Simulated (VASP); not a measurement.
Runs of VASP 6.6.1 on BaTiO3. The structure is that of space group Pm-3m (No. 221), or close to it. The cells are those of the table. 

```csv
task,potentials or basis,cell,cutoff (eV),gap on the mesh (eV),pressure (GPa)
single point,"VASP PAW PBE potentials, release 64 (Ba_sv, Ti_sv, O)","a = 3.994, b = 3.994, c = 4.114 Å, 5 atoms",520,2.03,(a)
single point,"VASP PAW PBE potentials, release 64 (Ba_sv, Ti_sv, O)","a = 3.994, b = 3.994, c = 4.074 Å, 5 atoms",520,(b),-1.5
relaxation of cell and atoms,"VASP PAW PBE potentials, release 64 (Ba_sv, Ti_sv, O)","relaxed to 1 GPa from a = 3.981 Å, 5 atoms",600,2.14,1.0
relaxation of cell and atoms,"VASP PAW PBE potentials, release 64 (Ba_sv, Ti_sv, O)","relaxed to 4 GPa from a = 3.966 Å, 5 atoms",600,2.18,4.0
single point,"VASP PAW PBE potentials, release 64 (Ba_sv, Ti_sv, O_h)","a = 4.034, b = 4.034, c = 3.966 Å, 5 atoms",910,2.09,-0.5
```

Alike in all rows: level r2SCAN; no spin polarisation; k mesh 8 × 8 × 8; smearing gaussian 0.02 eV.

**Question.** Fill in the values left out.

**Answer.** (a) -3.0; (b) 2.07.

Caveats: the PAW data sets were made with another functional, which shifts forces and pressure a little; spin-orbit coupling is left out, which moves the levels of the heavy elements; the cell is relaxed towards a set pressure, so the run minimises the enthalpy, not the energy (at least some runs); the stress differs along the axes, from -6 to -1 GPa (at least some runs).

A k mesh can miss the band edges, and the runs leave out spin-orbit coupling on Ba.
